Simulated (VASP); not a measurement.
# SbPt (P6_3/mmc) in VASP: notebook

SbPt is run at these levels: PBEsol; tasks: single point.

All numbers are computed with VASP 6.6.1; they aren't measurements. Logs are shortened: lines on timing, memory, paths and dates and some standing lists are left out, and cuts for length are marked.

## 1. The cell of the first run

Symmetry: P6_3/mmc, No. 194, hexagonal system. The conventional cell has a = 4.186 Å, b = 4.186 Å, c = 5.386 Å, α = 90.00°, β = 90.00°, γ = 120.00°. Within 3.6 Å of Sb (site symmetry -6m2) lie 6 Pt at 2.77 Å. Within 3.6 Å of Pt (site symmetry -3m) lie 2 Pt at 2.69 Å and 6 Sb at 2.77 Å.

## 2. Single point, PBEsol (uniaxial strain along c: -1.5 %)

Contents of INCAR:

```
PREC     = Accurate       # precision mode
ENCUT    = 520            # plane-wave cutoff, eV
EDIFF    = 1E-7           # SCF threshold, eV
ISMEAR   = 0              # smearing method
SIGMA    = 0.1            # smearing width, eV
LREAL    = F              # projectors in reciprocal space
LASPH    = T              # aspherical terms in the spheres
NELM     = 100            # most SCF steps
ALGO     = Normal         # electronic algorithm
ISIF     = 2              # what is computed and relaxed
LWAVE    = F              # write WAVECAR
LCHARG   = F              # write CHGCAR
GGA      = PS             # functional
NBANDS   = 23             # bands
```

Contents of KPOINTS:

```
Automatic mesh
0
Gamma
  12 12 10
```

Contents of POSCAR:

```
SbPt
1.0
    4.1864243190      0.0000000000      0.0000000000
   -2.0932121595      3.6255498113      0.0000000000
    0.0000000000      0.0000000000      5.3864595183
Sb Pt
2 2
Direct
    0.3333333333      0.6666666667      0.2500000000
    0.6666666667      0.3333333333      0.7500000000
    0.0000000000      0.0000000000      0.0000000000
    0.0000000000      0.0000000000      0.5000000000
```

Potentials or basis: VASP PAW PBE potentials, release 64 (Sb, Pt).

Command:

```bash
$ cat potpaw_PBE.64/Sb/POTCAR potpaw_PBE.64/Pt/POTCAR > POTCAR
$ mpirun -np 1 vasp_std > vasp.out
```

OUTCAR:

```text
PREC = Accurate
   ENCUT = 520
   EDIFF = 1E-7
   ISMEAR = 0
   LREAL = F
   LASPH = T
   NELM = 100
   ISIF = 2
   GGA = PS

 ion  position               nearest neighbor table
   1  0.333  0.667  0.250-   3 2.77   4 2.77   3 2.77   4 2.77   3 2.77   4 2.77   2 3.62   2 3.62
                             2 3.62   2 3.62   2 3.62   2 3.62
   2  0.667  0.333  0.750-   3 2.77   4 2.77   3 2.77   4 2.77   3 2.77   4 2.77   1 3.62   1 3.62
                             1 3.62   1 3.62   1 3.62   1 3.62
   3  0.000  0.000  0.000-   4 2.69   4 2.69   1 2.77   2 2.77   2 2.77   1 2.77   2 2.77   1 2.77

   4  0.000  0.000  0.500-   3 2.69   3 2.69   1 2.77   2 2.77   2 2.77   1 2.77   2 2.77   1 2.77

  LATTYP: Found a hexagonal cell.
 ALAT       =     4.1864243190
 C/A-ratio  =     1.2866492042

  Lattice vectors:

 A1 = (   4.1864243190,   0.0000000000,   0.0000000000)
 A2 = (  -2.0932121595,   3.6255498113,   0.0000000000)
 A3 = (   0.0000000000,   0.0000000000,   5.3864595183)

Analysis of symmetry for initial positions (statically):
=====================================================================
 Subroutine PRICEL returns:
 Original cell was already a primitive cell.

 Routine SETGRP: Setting up the symmetry group for a
 hexagonal supercell.

 Subroutine GETGRP returns: Found 24 space group operations
 (whereof 12 operations were pure point group operations)
 out of a pool of 24 trial point group operations.

The static configuration has the point symmetry D_3d.
 The point group associated with its full space group is D_6h.

Analysis of symmetry for dynamics (positions and initial velocities):
=====================================================================
 Subroutine PRICEL returns:
 Original cell was already a primitive cell.

 Routine SETGRP: Setting up the symmetry group for a
 hexagonal supercell.

 Subroutine GETGRP returns: Found 24 space group operations
 (whereof 12 operations were pure point group operations)
 out of a pool of 24 trial point group operations.

The dynamic configuration has the point symmetry D_3d.
 The point group associated with its full space group is D_6h.

 Subroutine INISYM returns: Found 24 space group operations
 (whereof 12 operations are pure point group operations),
 and found     1 'primitive' translations

----------------------------------------------------------------------------------------

                                     Primitive cell

  volume of cell :      81.7562

  direct lattice vectors                    reciprocal lattice vectors
     4.186424319  0.000000000  0.000000000     0.238867330  0.137910117  0.000000000
    -2.093212160  3.625549811  0.000000000     0.000000000  0.275820235  0.000000000
     0.000000000  0.000000000  5.386459518     0.000000000  0.000000000  0.185650704

  length of vectors
     4.186424319  4.186424319  5.386459518     0.275820235  0.275820235  0.185650704

  position of ions in fractional coordinates (direct lattice)
     0.333333333  0.666666667  0.250000000
     0.666666667  0.333333333  0.750000000
     0.000000000  0.000000000  0.000000000
     0.000000000  0.000000000  0.500000000

  ion indices of the primitive-cell ions
   primitive index   ion index
                 1           1
                 2           2
                 3           3
                 4           4

----------------------------------------------------------------------------------------

 KPOINTS: Automatic mesh

Automatic generation of k-mesh.
 Grid dimensions read from file:
 generate k-points for:   12   12   10

 Generating k-lattice:

  Cartesian coordinates                     Fractional coordinates (reciprocal lattice)
     0.019905611  0.011492510  0.000000000     0.083333333  0.000000000  0.000000000
     0.000000000  0.022985020  0.000000000     0.000000000  0.083333333  0.000000000
     0.000000000  0.000000000  0.018565070     0.000000000  0.000000000  0.100000000

  Length of vectors
     0.022985020  0.022985020  0.018565070

  Shift w.r.t. Gamma in fractional coordinates (k-lattice)
     0.000000000  0.000000000  0.000000000

 Subroutine IBZKPT returns following result:
 ===========================================

 Found    114 irreducible k-points:

 Following reciprocal coordinates:
            Coordinates               Weight
  0.000000  0.000000  0.000000      1.000000
  0.083333  0.000000  0.000000      6.000000
  0.166667  0.000000  0.000000      6.000000
  0.250000  0.000000  0.000000      6.000000
  0.333333  0.000000  0.000000      6.000000
  0.416667  0.000000  0.000000      6.000000
[... 16 lines left out ...]
  0.250000  0.000000  0.100000     12.000000
  0.333333  0.000000  0.100000     12.000000
 [... further k-points ...]
   k-points           NKPTS =    114   k-points in BZ     NKDIM =    114   number of bands    NBANDS=     23
   number of dos      NEDOS =    301   number of ions     NIONS =      4
   total plane-waves  NPLWV =  40960
[... 84 lines left out ...]
  band No.  band energies     occupation
      1      -2.9203      2.00000
      2       0.9271      2.00000
      3       3.1057      2.00000
      4       3.8008      2.00000
      5       3.8652      2.00000
      6       4.0154      2.00000
[... 15 lines left out ...]
     22      15.4989      0.00000
     23      16.8159      0.00000

 k-point     3 :       0.1667    0.0000    0.0000
  band No.  band energies     occupation
      1      -2.6743      2.00000
      2       0.6724      2.00000
      3       3.3982      2.00000
      4       3.7248      2.00000
      5       3.9190      2.00000
      6       4.4519      2.00000
[... 15 lines left out ...]
     22      16.3002      0.00000
     23      16.3592      0.00000

 k-point     4 :       0.2500    0.0000    0.0000
  band No.  band energies     occupation
      1      -2.2785      2.00000
      2       0.3748      2.00000
      3       3.5134      2.00000
      4       3.8588      2.00000
      5       3.9683      2.00000
      6       4.6568      2.00000
[... 15 lines left out ...]
     22      15.9638      0.00000
     23      16.4593      0.00000

 k-point     5 :       0.3333    0.0000    0.0000
  band No.  band energies     occupation
      1      -1.7615      2.00000
      2       0.0836      2.00000
      3       3.0465      2.00000
      4       3.9835      2.00000
      5       4.3912      2.00000
      6       4.4016      2.00000
[... 15 lines left out ...]
     22      15.3750      0.00000
     23      17.1456      0.00000

 k-point     6 :       0.4167    0.0000    0.0000
  band No.  band energies     occupation
      1      -1.1845      2.00000
      2      -0.2180      2.00000
      3       2.4846      2.00000
      4       3.9734      2.00000
      5       4.2663      2.00000
      6       4.7721      2.00000
[... 15 lines left out ...]
     22      15.2382      0.00000
     23      18.4322      0.00000

 k-point     7 :       0.5000    0.0000    0.0000
  band No.  band energies     occupation
      1      -0.7350      2.00000
      2      -0.5315      2.00000
      3       2.2280      2.00000
      4       3.9659      2.00000
      5       4.2340      2.00000
      6       4.8537      2.00000
[... 353 lines left out ...]
     22      15.1497      0.00000
     23      17.5428      0.00000

 k-point    21 :       0.0833    0.0000    0.1000
  band No.  band energies     occupation
      1      -2.8663      2.00000
      2       0.6648      2.00000
      3       3.3245      2.00000
      4       3.8849      2.00000
      5       3.9096      2.00000
      6       4.1341      2.00000
[... 15 lines left out ...]
     22      15.5273      0.00000
     23      16.3461      0.00000

 k-point    22 :       0.1667    0.0000    0.1000
  band No.  band energies     occupation
      1      -2.6220      2.00000
      2       0.5046      2.00000
      3       3.4306      2.00000
      4       3.8095      2.00000
      5       3.9626      2.00000
      6       4.6476      2.00000
[... 15 lines left out ...]
     22      16.3384      0.00000
     23      16.5306      0.00000

 k-point    23 :       0.2500    0.0000    0.1000
  band No.  band energies     occupation
      1      -2.2294      2.00000
      2       0.2853      2.00000
      3       3.5824      2.00000
      4       3.7564      2.00000
      5       4.0110      2.00000
      6       4.7066      2.00000
[... 15 lines left out ...]
     22      16.1463      0.00000
     23      16.9568      0.00000

 k-point    24 :       0.3333    0.0000    0.1000
  band No.  band energies     occupation
      1      -1.7180      2.00000
      2       0.0450      2.00000
      3       3.0991      2.00000
      4       4.0254      2.00000
      5       4.1829      2.00000
      6       4.4650      2.00000
[... 15 lines left out ...]
     22      16.2360      0.00000
     23      17.1893      0.00000

 [... further k-points ...]

------------------------ aborting loop because EDIFF is reached ----------------------------------------

  FORCE on cell =-STRESS in cart. coord.  units (eV):
  Direction    XX          YY          ZZ          XY          YZ          ZX
  --------------------------------------------------------------------------------------
  -------------------------------------------------------------------------------------
  Total        0.0367069      0.0367069      1.7219321      0.0000000      0.0000000     -0.0000000
  in kB        0.7193457      0.7193457     33.7447398      0.0000000      0.0000000     -0.0000000
  external PRESSURE =      11.7278104 kB  Pullay stress =       0.0000000 kB

 VOLUME and BASIS-vectors are now :
 -----------------------------------------------------------------------------
  energy-cutoff  :      520.00
  volume of cell :       81.76
      direct lattice vectors                 reciprocal lattice vectors
     4.186424319  0.000000000  0.000000000     0.238867330  0.137910117  0.000000000
    -2.093212160  3.625549811  0.000000000     0.000000000  0.275820235  0.000000000
     0.000000000  0.000000000  5.386459518     0.000000000  0.000000000  0.185650704

 POSITION                                       TOTAL-FORCE (eV/Angst)
 -----------------------------------------------------------------------------------
     -0.00000      2.41703      1.34661         0.000000      0.000000      0.000000
      2.09321      1.20852      4.03984         0.000000     -0.000000      0.000000
      0.00000      0.00000      0.00000        -0.000000      0.000000      0.000000
      0.00000      0.00000      2.69323        -0.000000      0.000000      0.000000
 -----------------------------------------------------------------------------------
    total drift:                               -0.000000      0.000000      0.000000

  FREE ENERGIE OF THE ION-ELECTRON SYSTEM (eV)
  ---------------------------------------------------
  free  energy   TOTEN  =       -24.7329404425 eV

  energy  without entropy=      -24.7222815751  energy(sigma->0) =      -24.72761101
```

Run time: 4.5 min. Hardware: 1 thread of Oxide Virtual Turin-like, shared host; peak memory 0.3 GiB.

What came out:

| Property | Result |
| --- | --- |
| Free energy | -24.7329 eV |
| Pressure | 1.2 GPa |
| Band gap on the k mesh | zero (band 15 reaches 12.18 eV, above the bottom of band 16 at 8.11 eV) |

Levels at points of the mesh, in eV from the Fermi level:
```
           k point  band 12  band 13  band 14  band 15  band 16  band 17  band 18  band 19
(0.00, 0.00, 0.00)    -1.98    -0.19    -0.19     1.02     2.21     2.40     3.45     3.45
(0.50, 0.00, 0.00)    -3.05    -2.68    -2.12    -1.97    -0.73     2.14     4.13     4.34
(0.00, 0.00, 0.50)    -3.63    -1.19    -1.19     2.30     2.30     2.30     2.30     5.23
(0.50, 0.00, 0.50)    -3.22    -3.06    -3.06     0.32     0.32     1.64     1.64     4.13
```

Caveat: the cell differs from its parent crystal (uniaxial strain along c: -1.5 %); the PAW data sets were made with another functional, which shifts forces and pressure a little; spin-orbit coupling is left out, which moves the levels of the heavy elements.

## 3. Single point, PBEsol

This run uses another cell than the first one, of 20.60 Å³/atom, 1.008 times its volume.

Contents of INCAR:

```
ALGO = Normal ; EDIFF = 1E-7
ENCUT = 520 ; GGA = PS
ISIF = 2 ; ISMEAR = 0
LASPH = True ; LCHARG = True
LELF = True ; LREAL = False
LVHAR = True ; LWAVE = False
NBANDS = 23 ; NELM = 60
PREC = Accurate ; SIGMA = 0.1
```

Contents of KPOINTS:

```
k-points
0
Gamma
  12 12 10
```

Contents of POSCAR:

```
SbPt
1.0
    4.1707838795      0.0000000000      0.0000000000
   -2.0853919397      3.6120047933      0.0000000000
    0.0000000000      0.0000000000      5.4684868206
Sb Pt
2 2
Direct
    0.3333333333      0.6666666667      0.2500000000
    0.6666666667      0.3333333333      0.7500000000
    0.0000000000      0.0000000000      0.0000000000
    0.0000000000      0.0000000000      0.5000000000
```

Potentials or basis: VASP PAW PBE potentials, release 64 (Sb, Pt).

Command:

```bash
$ cat potpaw_PBE.64/Sb/POTCAR potpaw_PBE.64/Pt/POTCAR > POTCAR
$ mpirun -np 1 vasp_std > vasp.out
```

Run time: 3.7 min. Hardware: 1 thread of Oxide Virtual Turin-like, shared host; peak memory 0.3 GiB.

The run converged. Its results:

| Item | Value |
| --- | --- |
| Free energy | -24.7461 eV |
| Pressure | -0.2 GPa |
| Band gap on the k mesh | zero (band 15 reaches 12.06 eV, above the bottom of band 16 at 8.02 eV) |

Stress tensor (GPa, compression positive):
```
-0.30  0.00  0.00
 0.00 -0.30  0.00
 0.00  0.00 -0.04
```

Levels at points of the mesh, in eV from the Fermi level:
| k point | band 11 | band 12 | band 13 | band 14 | band 15 | band 16 | band 17 | band 18 | band 19 | band 20 |
| --- | --- | --- | --- | --- | --- | --- | --- | --- | --- | --- |
| (0.00, 0.00, 0.00) | -2.07 | -2.07 | -0.12 | -0.12 | 0.82 | 2.31 | 2.33 | 3.50 | 3.50 | 3.51 |
| (0.50, 0.00, 0.00) | -3.04 | -2.95 | -2.67 | -2.22 | -2.06 | -0.69 | 1.95 | 4.17 | 4.28 | 4.31 |
| (0.00, 0.00, 0.50) | -3.59 | -3.59 | -1.22 | -1.22 | 2.30 | 2.30 | 2.30 | 2.30 | 5.20 | 5.20 |
| (0.50, 0.00, 0.50) | -3.17 | -3.17 | -3.04 | -3.04 | 0.34 | 0.34 | 1.66 | 1.66 | 3.97 | 3.97 |

Caveat: the PAW data sets were made with another functional, which shifts forces and pressure a little; spin-orbit coupling is left out, which moves the levels of the heavy elements.

## 4. Single point, PBEsol (uniaxial strain along c: +1.5 %, then relaxed in part)

Contents of INCAR:

```
SYSTEM = SbPt
PREC = Accurate
ENCUT = 520
EDIFF = 1E-6
ISMEAR = 0
SIGMA = 0.1
LREAL = .False.
LASPH = .True.
NELM = 100
ALGO = Normal
ISIF = 2
LWAVE = .False.
LCHARG = .True.
GGA = PS
LELF = .True.
LVHAR = .True.
NBANDS = 23
```

Contents of KPOINTS:

```
regular mesh
0
Gamma
  12 12 10
  0 0 0
```

Contents of POSCAR:

```
SbPt
1.0
    4.1487854954      0.0000000000      0.0000000000
   -2.0743927477      3.5929536338      0.0000000000
    0.0000000000      0.0000000000      5.5505141229
Sb Pt
2 2
Direct
    0.3333333306      0.6666666694      0.2500000000
    0.6666666694      0.3333333306      0.7500000000
    0.0000000000      0.0000000000      0.0000000000
    0.0000000000      0.0000000000      0.5000000000
```

Command:

```bash
$ cat potpaw_PBE.64/Sb/POTCAR potpaw_PBE.64/Pt/POTCAR > POTCAR
$ mpirun -np 1 vasp_std > vasp.out
```

Run time: 5.4 min. Hardware: 1 thread of Oxide Virtual Turin-like, shared host; peak memory 0.31 GiB.

It converged, with:

```yaml
Free_energy: -24.7373 eV
Pressure: -1.0 GPa
Band_gap_on_the_k_mesh: zero (band 15 reaches 12.02 eV, above the bottom of band 16 at 7.97 eV)
```

Stress tensor (GPa, compression positive):
```
-0.22  0.00  0.00
 0.00 -0.22  0.00
 0.00  0.00 -2.57
```

Levels at points of the mesh, in eV from the Fermi level:
```csv
k point,band 12,band 13,band 14,band 15,band 16,band 17,band 18,band 19
"(0.00, 0.00, 0.00)",-2.17,-0.05,-0.05,0.61,2.26,2.43,3.57,3.57
"(0.50, 0.00, 0.00)",-2.85,-2.67,-2.33,-2.15,-0.64,1.75,4.22,4.23
"(0.00, 0.00, 0.50)",-3.57,-1.25,-1.25,2.32,2.32,2.32,2.32,5.17
"(0.50, 0.00, 0.50)",-3.14,-3.02,-3.02,0.37,0.37,1.69,1.69,3.80
```

Caveat: the cell differs from its parent crystal (uniaxial strain along c: +1.5 %, then relaxed in part); the PAW data sets were made with another functional, which shifts forces and pressure a little; spin-orbit coupling is left out, which moves the levels of the heavy elements.

## 5. Summary

```csv
cell,gap on the mesh (eV),pressure (GPa)
"a = 4.186, b = 4.186, c = 5.386 Å, angles 90.0, 90.0, 120.0°, 4 atoms",none,1.2
"a = 4.171, b = 4.171, c = 5.468 Å, angles 90.0, 90.0, 120.0°, 4 atoms",none,-0.2
"a = 4.149, b = 4.149, c = 5.551 Å, angles 90.0, 90.0, 120.0°, 4 atoms",none,-1.0
```

Alike in all rows: task single point; level PBEsol; potentials or basis VASP PAW PBE potentials, release 64 (Sb, Pt); no spin polarisation; k mesh 12 × 12 × 10; cutoff (eV) 520; smearing gaussian 0.1 eV.

Caveats: the PAW data sets were made with another functional, which shifts forces and pressure a little; spin-orbit coupling is left out, which moves the levels of the heavy elements.

Total energies depend on the potentials used, so only differences within one code and one set of settings carry meaning.
